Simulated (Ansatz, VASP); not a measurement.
## BP in VASP and in Ansatz

File POSCAR:

```
BP
1.0
    0.0000000000      2.2840269280      2.2840269280
    2.2840269280      0.0000000000      2.2840269280
    2.2840269280      2.2840269280      0.0000000000
P B
1 1
Direct
    0.7500000000      0.7500000000      0.7500000000
    0.0000000000      0.0000000000      0.0000000000
```

Contents of INCAR.step1:

```
PREC     = Accurate       # precision mode
ENCUT    = 520            # plane-wave cutoff, eV
EDIFF    = 1E-5           # SCF threshold, eV
ISMEAR   = -1             # smearing method
SIGMA    = 0.05           # smearing width, eV
LREAL    = F              # projectors in reciprocal space
LASPH    = T              # aspherical terms in the spheres
NELM     = 100            # most SCF steps
ALGO     = Normal         # electronic algorithm
ISIF     = 2              # what is computed and relaxed
LWAVE    = T              # write WAVECAR
LCHARG   = F              # write CHGCAR
NBANDS   = 11             # bands
GGA      = PE             # functional
```

File INCAR.step2:

```
PREC     = Accurate       # precision mode
ENCUT    = 520            # plane-wave cutoff, eV
EDIFF    = 1E-6           # SCF threshold, eV
ISMEAR   = -1             # smearing method
SIGMA    = 0.05           # smearing width, eV
LREAL    = F              # projectors in reciprocal space
LASPH    = T              # aspherical terms in the spheres
NELM     = 100            # most SCF steps
ALGO     = Normal         # electronic algorithm
ISIF     = 2              # what is computed and relaxed
LWAVE    = F              # write WAVECAR
LCHARG   = F              # write CHGCAR
GGA      = PE             # functional
LHFCALC  = T              # exact exchange
AEXX     = 1.0            # exact-exchange fraction
ALDAC    = 0.0          
AGGAC    = 0.0          
PRECFOCK = Normal       
NBANDS   = 11             # bands
ISTART   = 1
```

The input KPOINTS:

```
Automatic mesh
0
Gamma
  5 5 5
```

Contents of input.yaml:

```yaml
crystal:
  lattice:
    - [0.0, 2.284026928, 2.284026928]
    - [2.284026928, 0.0, 2.284026928]
    - [2.284026928, 2.284026928, 0.0]
  atoms:
    - { symbol: P, position: [0.75, 0.75, 0.75] }
    - { symbol: B, position: [0.0, 0.0, 0.0] }
hamiltonian:
  xc: hf
  pseudopotentials: { kind: paw }
kpoints:
  mp_grid: { grid: [5, 5, 5] }
scf:
  occupations: { method: fermi_dirac, width: 0.05 }
output:
  forces: true
  stress: true
  eigenvalues: true
```

Alike in both runs: task single point; functional HF; k mesh 5 × 5 × 5; occupations fermi-dirac, width 0.05 eV; no spin polarisation.

|  | VASP | Ansatz |
| --- | --- | --- |
| version | VASP 6.6.1 | Ansatz 0.2.0 |
| potentials or method | VASP PAW PBE potentials, release 64 (P, B) | Ansatz PAW |
| plane-wave cutoff (eV) | 520 | 420 |
| valence electrons in the cell | 8 | 8 |

```tsv
	VASP	Ansatz	Ansatz less VASP
gap on the k mesh at the Fermi level (eV)	8.08	7.94	-0.141
least direct gap on the mesh (eV)	10.90	10.75	-0.156
pressure (GPa)	0.2	2.1	+1.93
```

VASP's potentials were made for PBE, not for HF.

The k mesh is coarse, so the values compare programs but aren't converged. Noted on Ansatz's run: odd divisions of the mesh miss points on the zone boundary, where band edges often lie, so the gap on the mesh can be too wide.
